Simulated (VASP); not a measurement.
Runs of VASP 6.6.1 on GaSn. The structure is that of space group Fm-3m (No. 225), or close to it. The cells are those of the table. The cell was generated, and may not be a known phase.

```tsv
task	cell	k mesh	cutoff (eV)	gap on the mesh (eV)	pressure (GPa)	relaxed volume (Å³/atom)
single point	a = 4.102 Å, angles 60.0°, 2 atoms	16 × 16 × 16	520	none	(a)	-
single point	a = 3.860 Å, angles 60.0°, 2 atoms	6 × 6 × 6	520	none	14.4	-
relaxation of cell and atoms	relaxed from a = 3.860 Å, angles 60.0°, 2 atoms	6 × 6 × 6	600	none	0.1	24.45
relaxation of cell and atoms	relaxed from a = 4.105 Å, angles 60.0°, 2 atoms	16 × 16 × 16	600	none	0.0	24.43
single point	a = 4.105 Å, angles 60.0°, 2 atoms	6 × 6 × 6	520	none	0.1	-
```

Alike in all rows: level PBE; potentials or basis VASP PAW PBE potentials, release 64 (Ga_d, Sn_d); no spin polarisation.

Q: Fill in the values left out.

A: (a) -0.1.

Caveats: spin-orbit coupling is left out, which moves the levels of the heavy elements; the cell stands under pressure (at least some runs); the volume moved by over 15 % at a fixed basis, so the end points are rough (at least some runs).

A k mesh can miss the band edges, and the runs leave out spin-orbit coupling on Ga, Sn.

A gap of «none» marks levels without a gap at the run's occupations.
